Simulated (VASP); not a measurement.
# HfH2 (I4/mmm) in VASP: further runs

Aim: see how the results for HfH2 move with the level of theory and the settings. Levels: r2SCAN, PBEsol. Tasks: single point.

Program: VASP 6.6.1. These are calculated values, not measurements. Logs are shortened: lines on timing, memory, paths and dates and some standing lists are left out, and cuts for length are marked.

### Step 1. The cell of the first run

Symmetry: I4/mmm, No. 139, tetragonal system. Conventional cell: a = 3.650 Å, b = 3.650 Å, c = 4.577 Å, α = 90.00°, β = 90.00°, γ = 90.00°. Within 2.9 Å of Hf (site symmetry 4/mmm) lie 8 H at 2.15 Å. H (site symmetry -4m2) has 4 Hf at 2.15 Å and 6 H at 2.29 to 2.58 Å within 2.9 Å.

### Step 2. Single point, r2SCAN (strained)

The input, POSCAR:

```
HfH2
1.0
   -1.8250109400      1.8250109400      2.2883475300
    1.8250109400     -1.8250109400      2.2883475300
    1.8250109400      1.8250109400     -2.2883475300
Hf H
1 2
Direct
    0.0000000000      0.0000000000      0.0000000000
    0.7500000000      0.2500000000      0.5000000000
    0.2500000000      0.7500000000      0.5000000000
```

The input, INCAR.step1:

```
ALGO = Normal
EDIFF = 1E-4
ENCUT = 520
GGA = PE
ISMEAR = 0
LASPH = True
LCHARG = False
LREAL = False
LWAVE = True
NBANDS = 13
NELM = 60
PREC = Accurate
SIGMA = 0.1
```

The input, INCAR.step2:

```
ALGO = Normal
EDIFF = 1E-7
ENCUT = 520
ISIF = 2
ISMEAR = 0
ISTART = 1
LASPH = True
LCHARG = False
LMIXTAU = True
LREAL = False
LWAVE = False
METAGGA = R2SCAN
NBANDS = 13
NELM = 60
PREC = Accurate
SIGMA = 0.1
```

The input, KPOINTS:

```
k-points
0
Gamma
  16 16 16
```

Potentials or basis: VASP PAW PBE potentials, release 64 (Hf_pv, H).

Started as:

```console
$ cat potpaw_PBE.64/Hf_pv/POTCAR potpaw_PBE.64/H/POTCAR > POTCAR
$ cp INCAR.step1 INCAR
$ mpirun -np 1 vasp_std > vasp.out
$ cp INCAR.step2 INCAR
$ mpirun -np 1 vasp_std > vasp.out
```

OUTCAR:

```text
EDIFF = 1E-7
   ENCUT = 520
   ISIF = 2
   ISMEAR = 0
   ISTART = 1
   LASPH = True
   LREAL = False
   METAGGA = R2SCAN
   NELM = 60
   PREC = Accurate

 ion  position               nearest neighbor table
   1  0.000  0.000  0.000-   2 2.15   3 2.15   2 2.15   3 2.15   2 2.15   3 2.15   2 2.15   3 2.15

   2  0.750  0.250  0.500-   1 2.15   1 2.15   1 2.15   1 2.15
   3  0.250  0.750  0.500-   1 2.15   1 2.15   1 2.15   1 2.15

  LATTYP: Found a body centered tetragonal cell.
 ALAT       =     3.6500218800
 C/A-ratio  =     1.2538815411

  Lattice vectors:

 A1 = (  -1.8250109400,   1.8250109400,   2.2883475300)
 A2 = (   1.8250109400,  -1.8250109400,   2.2883475300)
 A3 = (   1.8250109400,   1.8250109400,  -2.2883475300)

Analysis of symmetry for initial positions (statically):
=====================================================================
 Subroutine PRICEL returns:
 Original cell was already a primitive cell.

 Routine SETGRP: Setting up the symmetry group for a
 body centered tetragonal supercell.

 Subroutine GETGRP returns: Found 16 space group operations
 (whereof 16 operations were pure point group operations)
 out of a pool of 16 trial point group operations.

The static configuration has the point symmetry D_4h.

Analysis of symmetry for dynamics (positions and initial velocities):
=====================================================================
 Subroutine PRICEL returns:
 Original cell was already a primitive cell.

 Routine SETGRP: Setting up the symmetry group for a
 body centered tetragonal supercell.

 Subroutine GETGRP returns: Found 16 space group operations
 (whereof 16 operations were pure point group operations)
 out of a pool of 16 trial point group operations.

The dynamic configuration has the point symmetry D_4h.

 Subroutine INISYM returns: Found 16 space group operations
 (whereof 16 operations are pure point group operations),
 and found     1 'primitive' translations

----------------------------------------------------------------------------------------

                                     Primitive cell

  volume of cell :      30.4869

  direct lattice vectors                    reciprocal lattice vectors
    -1.825010940  1.825010940  2.288347530     0.000000000  0.273970960  0.218498280
     1.825010940 -1.825010940  2.288347530     0.273970960  0.000000000  0.218498280
     1.825010940  1.825010940 -2.288347530     0.273970960  0.273970960  0.000000000

  length of vectors
     3.449328091  3.449328091  3.449328091     0.350430572  0.350430572  0.387453448

  position of ions in fractional coordinates (direct lattice)
     0.000000000  0.000000000  0.000000000
     0.750000000  0.250000000  0.500000000
     0.250000000  0.750000000  0.500000000

  ion indices of the primitive-cell ions
   primitive index   ion index
                 1           1
                 2           2
                 3           3

----------------------------------------------------------------------------------------

 KPOINTS: k-points

Automatic generation of k-mesh.
 Grid dimensions read from file:
 generate k-points for:   16   16   16

 Generating k-lattice:

  Cartesian coordinates                     Fractional coordinates (reciprocal lattice)
     0.000000000  0.017123185  0.013656143     0.062500000  0.000000000 -0.000000000
     0.017123185  0.000000000  0.013656143     0.000000000  0.062500000 -0.000000000
     0.017123185  0.017123185  0.000000000     0.000000000  0.000000000  0.062500000

  Length of vectors
     0.021901911  0.021901911  0.024215840

  Shift w.r.t. Gamma in fractional coordinates (k-lattice)
     0.000000000  0.000000000  0.000000000

 Subroutine IBZKPT returns following result:
 ===========================================

 Found    349 irreducible k-points:

 Following reciprocal coordinates:
            Coordinates               Weight
  0.000000  0.000000  0.000000      1.000000
  0.062500  0.000000  0.000000      8.000000
  0.125000  0.000000  0.000000      8.000000
  0.187500  0.000000  0.000000      8.000000
  0.250000  0.000000  0.000000      8.000000
  0.312500  0.000000  0.000000      8.000000
[... 16 lines left out ...]
 -0.125000  0.062500  0.000000     16.000000
 -0.062500  0.062500  0.000000      4.000000
 [... further k-points ...]
   k-points           NKPTS =    349   k-points in BZ     NKDIM =    349   number of bands    NBANDS=     13
   number of dos      NEDOS =    301   number of ions     NIONS =      3
   total plane-waves  NPLWV =  21952
   dimension x,y,z NGX =    28 NGY =   28 NGZ =   28
   dimension x,y,z NGXF=    56 NGYF=   56 NGZF=   56
   ions per type =               1   2
   NGX,Y,Z   is equivalent  to a cutoff of  13.50, 13.50, 13.50 a.u.
   NGXF,Y,Z  is equivalent  to a cutoff of  26.99, 26.99, 26.99 a.u.
 SYSTEM =  unknown system
   PREC   = accura    normal or accurate (medium, high low for compatibility)
   ISTART =      1    job   : 0-new  1-cont  2-samecut
[... 72 lines left out ...]
      8       4.9822      0.00000
      9       6.1241      0.00000
     10       7.3576      0.00000
     11      15.0862      0.00000
     12      15.1839      0.00000
     13      16.2004      0.00000

 k-point     2 :       0.0625    0.0000    0.0000
  band No.  band energies     occupation
      1     -28.2874      2.00000
      2     -28.2813      2.00000
      3     -28.2429      2.00000
      4      -6.5007      2.00000
      5       2.1855      2.00000
      6       4.1435      2.00000
      7       4.4641      1.78924
      8       5.3551      0.00000
      9       6.0968      0.00000
     10       7.2950      0.00000
     11      14.4740      0.00000
     12      15.1835      0.00000
     13      16.3990      0.00000

 k-point     3 :       0.1250    0.0000    0.0000
  band No.  band energies     occupation
      1     -28.3187      2.00000
      2     -28.2889      2.00000
      3     -28.2509      2.00000
      4      -6.2280      2.00000
      5       1.2890      2.00000
      6       4.2417      1.99999
      7       4.7591      0.00349
      8       6.0657      0.00000
      9       6.3620      0.00000
     10       7.1698      0.00000
     11      13.5358      0.00000
     12      15.1834      0.00000
     13      16.9674      0.00000

 k-point     4 :       0.1875    0.0000    0.0000
  band No.  band energies     occupation
      1     -28.3712      2.00000
      2     -28.3002      2.00000
      3     -28.2567      2.00000
      4      -5.8003      2.00000
      5       0.4654      2.00000
      6       4.3015      1.99962
      7       5.0002      0.00000
      8       6.1654      0.00000
      9       6.8697      0.00000
     10       7.6946      0.00000
     11      12.7239      0.00000
     12      15.1829      0.00000
     13      16.0951      0.00000

 k-point     5 :       0.2500    0.0000    0.0000
  band No.  band energies     occupation
      1     -28.4343      2.00000
      2     -28.3136      2.00000
      3     -28.2614      2.00000
      4      -5.2616      2.00000
      5      -0.2191      2.00000
      6       4.2447      1.99999
      7       5.1848      0.00000
      8       6.5103      0.00000
      9       6.8722      0.00000
     10       8.6533      0.00000
     11      12.2617      0.00000
     12      14.3494      0.00000
     13      15.1845      0.00000
[... 257 lines left out ...]
 k-point    22 :      -0.1875    0.0625    0.0000
  band No.  band energies     occupation
      1     -28.3569      2.00000
      2     -28.2955      2.00000
      3     -28.2586      2.00000
      4      -5.9033      2.00000
      5       0.6412      2.00000
      6       4.3847      1.98244
      7       5.0740      0.00000
      8       5.8223      0.00000
      9       6.9408      0.00000
     10       7.3750      0.00000
     11      13.1372      0.00000
     12      15.1831      0.00000
     13      16.3062      0.00000

 k-point    23 :      -0.1250    0.0625    0.0000
  band No.  band energies     occupation
      1     -28.3142      2.00000
      2     -28.2857      2.00000
      3     -28.2503      2.00000
      4      -6.2733      2.00000
      5       1.3901      2.00000
      6       4.3066      1.99950
      7       4.9771      0.00000
      8       5.8668      0.00000
      9       6.0013      0.00000
     10       7.1934      0.00000
     11      13.8596      0.00000
     12      15.1834      0.00000
     13      16.5727      0.00000

 k-point    24 :      -0.0625    0.0625    0.0000
  band No.  band energies     occupation
      1     -28.2917      2.00000
      2     -28.2808      2.00000
      3     -28.2428      2.00000
      4      -6.4784      2.00000
      5       2.0536      2.00000
      6       4.1958      2.00000
      7       4.9469      0.00000
      8       5.0337      0.00000
      9       6.0112      0.00000
     10       7.2760      0.00000
     11      14.4427      0.00000
     12      15.1835      0.00000
     13      16.2972      0.00000

 [... further k-points ...]

------------------------ aborting loop because EDIFF is reached ----------------------------------------

  FORCE on cell =-STRESS in cart. coord.  units (eV):
  Direction    XX          YY          ZZ          XY          YZ          ZX
  --------------------------------------------------------------------------------------
  -------------------------------------------------------------------------------------
  Total       -3.7606142     -3.7606142     -3.5271932      0.0000000      0.0000000      0.0000000
  in kB     -197.6316269   -197.6316269   -185.3646471      0.0000000      0.0000000      0.0000000
  external PRESSURE =    -193.5426337 kB  Pullay stress =       0.0000000 kB

 VOLUME and BASIS-vectors are now :
 -----------------------------------------------------------------------------
  energy-cutoff  :      520.00
  volume of cell :       30.49
      direct lattice vectors                 reciprocal lattice vectors
    -1.825010940  1.825010940  2.288347530     0.000000000  0.273970960  0.218498280
     1.825010940 -1.825010940  2.288347530     0.273970960  0.000000000  0.218498280
     1.825010940  1.825010940 -2.288347530     0.273970960  0.273970960  0.000000000

 POSITION                                       TOTAL-FORCE (eV/Angst)
 -----------------------------------------------------------------------------------
      0.00000      0.00000      0.00000        -0.000000      0.000000      0.000000
      0.00000      1.82501      1.14417        -0.000000     -0.000000      0.000000
      1.82501      0.00000      1.14417         0.000000      0.000000     -0.000000
 -----------------------------------------------------------------------------------
    total drift:                               -0.000000     -0.000000      0.000000

  FREE ENERGIE OF THE ION-ELECTRON SYSTEM (eV)
  ---------------------------------------------------
  free  energy   TOTEN  =       -53.3609355223 eV

  energy  without entropy=      -53.3585810624  energy(sigma->0) =      -53.35975829
```

It took 7.9 min on 1 thread of AMD EPYC 7R13 (Zen 3), shared host; peak memory 0.25 GiB.

What came out:

```
Free energy            : -53.3609 eV
Pressure               : -19.4 GPa
Band gap on the k mesh : zero (bands 6 and 7 overlap by 1.01 eV)
```

Stress tensor (GPa, compression positive):
```
-19.76   0.00   0.00
  0.00 -19.76   0.00
  0.00   0.00 -18.54
```

Levels at points of the mesh, in eV from the Fermi level:
```csv
k point,band 4,band 5,band 6,band 7,band 8,band 9
"(0.00, 0.00, 0.00)",-11.15,-1.78,-0.45,-0.45,0.43,1.57
"(0.50, 0.00, 0.00)",-8.23,-5.82,-0.74,0.56,3.27,4.03
"(0.50, 0.50, 0.00)",-6.48,-6.38,-3.88,3.39,3.54,4.40
"(0.50, 0.50, 0.50)",-7.40,-5.08,-3.41,3.80,3.93,3.93
```

Caveat: the cell differs from its parent crystal (strained); the cell stands under tension; the PAW data sets were made with another functional, which shifts forces and pressure a little; spin-orbit coupling is left out, which moves the levels of the heavy elements.

### Step 3. Single point, PBEsol (biaxial strain in the a-b plane: -3.0 %)

The input, INCAR:

```
SYSTEM = HfH2
  ALGO = Normal
  EDIFF = 1E-6
  ENCUT = 520
  GGA = PS
  ISIF = 2
  ISMEAR = 0
  LASPH = .True.
  LCHARG = .False.
  LREAL = .False.
  LWAVE = .False.
  NBANDS = 21
  NELM = 100
  PREC = Accurate
  SIGMA = 0.1
```

The input, KPOINTS:

```
k-points
0
Gamma
  10 10 8
  0 0 0
```

The input, POSCAR:

```
HfH2
1.0
    3.3603410458      0.0000000000      0.0000000000
    0.0000000000      3.3603410458      0.0000000000
    0.0000000000      0.0000000000      4.3139497228
Hf H
2 4
Direct
    0.0000000000      0.0000000000      0.0000000000
    0.5000000000      0.5000000000      0.5000000000
    0.0000000000      0.5000000000      0.2500000000
    0.5000000000      0.0000000000      0.2500000000
    0.5000000000      0.0000000000      0.7500000000
    0.0000000000      0.5000000000      0.7500000000
```

Potentials or basis: VASP PAW PBE potentials, release 64 (Hf_pv, H).

Started as:

```console
$ cat potpaw_PBE.64/Hf_pv/POTCAR potpaw_PBE.64/H/POTCAR > POTCAR
$ mpirun -np 1 vasp_std > vasp.out
```

It took 38 s on 1 thread of Intel Xeon 6975P-C (Granite Rapids), shared host; peak memory 0.22 GiB.

Results (log left out):

| Property | Result |
| --- | --- |
| Free energy | -37.5140 eV |
| Pressure | 7.3 GPa |
| Band gap on the k mesh | zero (bands 12 and 13 overlap by 0.88 eV) |

Stress tensor (GPa, compression positive):
```
8.70 0.00 0.00
0.00 8.70 0.00
0.00 0.00 4.65
```

Levels at points of the mesh, in eV from the Fermi level:
| k point | band 8 | band 9 | band 10 | band 11 | band 12 | band 13 | band 14 | band 15 | band 16 | band 17 |
| --- | --- | --- | --- | --- | --- | --- | --- | --- | --- | --- |
| (0.00, 0.00, 0.00) | -8.03 | -4.43 | -4.21 | -1.33 | -0.53 | -0.53 | 0.16 | 2.20 | 3.46 | 5.03 |
| (0.50, 0.00, 0.00) | -8.34 | -5.60 | -5.60 | -1.53 | -1.53 | 0.97 | 0.97 | 1.83 | 1.83 | 4.64 |
| (0.50, 0.50, 0.00) | -7.14 | -5.59 | -5.59 | -4.43 | -4.43 | 4.49 | 4.49 | 4.76 | 4.76 | 5.74 |
| (0.00, 0.00, 0.50) | -9.15 | -6.15 | -6.15 | 0.35 | 0.35 | 0.89 | 0.89 | 0.89 | 0.89 | 3.41 |
| (0.50, 0.00, 0.50) | -8.80 | -5.14 | -5.14 | -0.81 | -0.81 | 0.40 | 0.40 | 4.32 | 4.32 | 4.69 |
| (0.50, 0.50, 0.50) | -6.42 | -6.42 | -6.42 | -2.68 | -2.68 | 1.23 | 1.23 | 4.52 | 4.52 | 5.56 |

Caveat: the cell differs from its parent crystal (biaxial strain in the a-b plane: -3.0 %); the cell stands under pressure; the PAW data sets were made with another functional, which shifts forces and pressure a little; spin-orbit coupling is left out, which moves the levels of the heavy elements.

### Step 4. Single point, PBEsol

This run uses another cell than the first one, of 8.48 Å³/atom.

The input, INCAR:

```
ALGO = Normal
EDIFF = 1E-6
ENCUT = 520
GGA = PS
ISIF = 2
ISMEAR = 0
LASPH = T
LCHARG = T
LELF = T
LREAL = F
LVHAR = T
LWAVE = F
NBANDS = 13
NELM = 100
PREC = Accurate
SIGMA = 0.1
```

The input, KPOINTS:

```
k-points
0
Gamma
  16 16 16
```

The input, POSCAR:

```
HfH2
1.0
   -1.7321345597      1.7321345597      2.1188358167
    1.7321345597     -1.7321345597      2.1188358167
    1.7321345597      1.7321345597     -2.1188358167
Hf H
1 2
Direct
    0.0000000000      0.0000000000      0.0000000000
    0.7500000000      0.2500000000      0.5000000000
    0.2500000000      0.7500000000      0.5000000000
```

Started as:

```console
$ cat potpaw_PBE.64/Hf_pv/POTCAR potpaw_PBE.64/H/POTCAR > POTCAR
$ mpirun -np 1 vasp_std > vasp.out
```

It took 26 s on 1 thread of Intel Xeon 6975P-C (Granite Rapids), shared host; peak memory 0.23 GiB.

It converged, with:

```yaml
Free_energy: -18.7907 eV
Pressure: -0.6 GPa
Band_gap_on_the_k_mesh: zero (bands 6 and 7 overlap by 1.22 eV)
```

Levels at points of the mesh, in eV from the Fermi level:
| k point | band 3 | band 4 | band 5 | band 6 | band 7 | band 8 | band 9 | band 10 |
| --- | --- | --- | --- | --- | --- | --- | --- | --- |
| (0.00, 0.00, 0.00) | -30.75 | -11.47 | -1.16 | -0.50 | -0.50 | 0.46 | 1.75 | 3.31 |
| (0.50, 0.00, 0.00) | -30.80 | -8.54 | -5.16 | -0.98 | 0.75 | 3.82 | 4.61 | 5.14 |
| (0.50, 0.50, 0.00) | -30.91 | -6.64 | -5.81 | -4.29 | 3.96 | 4.17 | 5.59 | 6.54 |
| (0.50, 0.50, 0.50) | -31.12 | -7.98 | -4.06 | -3.92 | 4.79 | 4.89 | 4.89 | 5.60 |

Caveat: the PAW data sets were made with another functional, which shifts forces and pressure a little; spin-orbit coupling is left out, which moves the levels of the heavy elements.

### Step 5. Single point, PBEsol (biaxial strain in the a-b plane: -2.0 %)

The input, INCAR:

```
SYSTEM = HfH2
  PREC = Accurate
  ENCUT = 520
  EDIFF = 1E-6
  ISMEAR = 0
  SIGMA = 0.1
  LREAL = .False.
  LASPH = .True.
  NELM = 100
  ALGO = Normal
  ISIF = 2
  LWAVE = .False.
  LCHARG = .False.
  GGA = PS
  NBANDS = 21
```

The input, KPOINTS:

```
Automatic mesh
0
Gamma
  10 10 8
  0 0 0
```

The input, POSCAR:

```
HfH2
1.0
    3.3949837369      0.0000000000      0.0000000000
    0.0000000000      3.3949837369      0.0000000000
    0.0000000000      0.0000000000      4.2885236930
Hf H
2 4
Direct
    0.0000000000      0.0000000000      0.0000000000
    0.5000000000      0.5000000000      0.5000000000
    0.0000000000      0.5000000000      0.2500000000
    0.5000000000      0.0000000000      0.2500000000
    0.5000000000      0.0000000000      0.7500000000
    0.0000000000      0.5000000000      0.7500000000
```

Started as:

```console
$ cat potpaw_PBE.64/Hf_pv/POTCAR potpaw_PBE.64/H/POTCAR > POTCAR
$ mpirun -np 1 vasp_std > vasp.out
```

Wall time 38 s (1 thread of Intel Xeon 6975P-C (Granite Rapids), shared host); peak memory 0.23 GiB.

The run converged. Its results:

| Property | Result |
| --- | --- |
| Free energy | -37.5540 eV |
| Pressure | 4.5 GPa |
| Band gap on the k mesh | zero (bands 12 and 13 overlap by 1.03 eV) |

Stress tensor (GPa, compression positive):
```
5.68 0.00 0.00
0.00 5.68 0.00
0.00 0.00 2.09
```

Levels at points of the mesh, in eV from the Fermi level:
```tsv
k point	band 9	band 10	band 11	band 12	band 13	band 14	band 15	band 16
(0.00, 0.00, 0.00)	-4.32	-4.13	-1.29	-0.53	-0.53	0.26	2.04	3.42
(0.50, 0.00, 0.00)	-5.47	-5.47	-1.52	-1.52	0.91	0.91	1.77	1.77
(0.50, 0.50, 0.00)	-5.68	-5.68	-4.39	-4.39	4.30	4.30	4.56	4.56
(0.00, 0.00, 0.50)	-6.13	-6.13	0.50	0.50	0.82	0.82	0.82	0.82
(0.50, 0.00, 0.50)	-5.16	-5.16	-0.88	-0.88	0.51	0.51	4.14	4.14
(0.50, 0.50, 0.50)	-6.39	-6.39	-2.62	-2.62	1.29	1.29	4.33	4.33
```

Caveat: the cell differs from its parent crystal (biaxial strain in the a-b plane: -2.0 %); the cell stands under pressure; the PAW data sets were made with another functional, which shifts forces and pressure a little; spin-orbit coupling is left out, which moves the levels of the heavy elements.

### Step 6. Summary

| level | cell | k mesh | gap on the mesh (eV) | pressure (GPa) |
| --- | --- | --- | --- | --- |
| r2SCAN | a = 3.449 Å, angles 116.1, 116.1, 96.9°, 3 atoms, atomic positions A | 16 × 16 × 16 | none | -19.4 |
| PBEsol | a = 3.360, b = 3.360, c = 4.314 Å, 6 atoms, atomic positions B | 10 × 10 × 8 | none | 7.3 |
| PBEsol | a = 3.239 Å, angles 115.3, 115.3, 98.3°, 3 atoms, atomic positions A | 16 × 16 × 16 | none | -0.6 |
| PBEsol | a = 3.395, b = 3.395, c = 4.289 Å, 6 atoms, atomic positions B | 10 × 10 × 8 | none | 4.5 |

Alike in all rows: task single point; potentials or basis VASP PAW PBE potentials, release 64 (Hf_pv, H); no spin polarisation; cutoff (eV) 520; smearing gaussian 0.1 eV.

Caveats: the PAW data sets were made with another functional, which shifts forces and pressure a little; spin-orbit coupling is left out, which moves the levels of the heavy elements; the cell stands under pressure (at least some runs); the cell stands under tension (at least some runs).

Total energies depend on the potentials used, so only differences within one code and one set of settings carry meaning.
